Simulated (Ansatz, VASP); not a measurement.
GaAs: VASP beside Ansatz

```xyz
2
Lattice="0.0000 2.8729 2.8729 2.8729 0.0000 2.8729 2.8729 2.8729 0.0000" Properties=species:S:1:pos:R:3 pbc="T T T"
Ga    0.0000    0.0000    0.0000
As    1.4364    1.4364    1.4364
```

Alike in both runs: functional PBE; k mesh 16 × 16 × 16; occupations gaussian, width 0.02 eV; no spin polarisation.

Ansatz relaxed the structure, and its values are those at the end. VASP's run is a single point on that final structure, the one shown.

```csv
,VASP,Ansatz
version,VASP 6.6.1,Ansatz 0.2.0
potentials or method,"VASP PAW PBE potentials, release 64 (Ga_d, As)","scalar-relativistic, plane waves, PAW"
plane-wave cutoff (eV),520,420
valence electrons in the cell,18,28
```

```tsv
	VASP	Ansatz	Ansatz less VASP
gap on the k mesh at the Fermi level (eV)	0.16	0.16	-0.003
least direct gap on the mesh (eV)	0.16	0.16	-0.003
pressure (GPa)	0.2	0.0	-0.17
```

The functional is the same, so the differences come from potentials, cutoffs and numerics. VASP's potentials hold 18 valence electrons a cell and Ansatz's 28, so a difference there can come from the potentials and not from the codes.
